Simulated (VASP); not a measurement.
Input of a VASP 6.6.1 run:

Contents of INCAR:

```
PREC = Accurate
ENCUT = 520
EDIFF = 1E-6
ISMEAR = -1
SIGMA = 0.05
LREAL = False
LASPH = True
NELM = 100
ALGO = Normal
ISIF = 2
LWAVE = False
LCHARG = False
GGA = PE
ALDAC = 0.0
AGGAC = 0.0
NBANDS = 17
```

The input KPOINTS:

```
regular mesh
0
Gamma
  7 7 7
```

The input POSCAR:

```
SnTe
1.0
    0.0000000000      3.2126470615      3.2126470615
    3.2126470615      0.0000000000      3.2126470615
    3.2126470615      3.2126470615      0.0000000000
Te Sn
1 1
Direct
    0.5000000000      0.5000000000      0.5000000000
    0.0000000000      0.0000000000      0.0000000000
```

Potentials or basis: VASP PAW PBE potentials, release 64 (Te, Sn_d).

The run is started by

```sh
$ cat potpaw_PBE.64/Te/POTCAR potpaw_PBE.64/Sn_d/POTCAR > POTCAR
$ mpirun -np 1 vasp_std > vasp.out
```

(1) Estimate the pressure.

Answers

(1) 7.7 GPa.
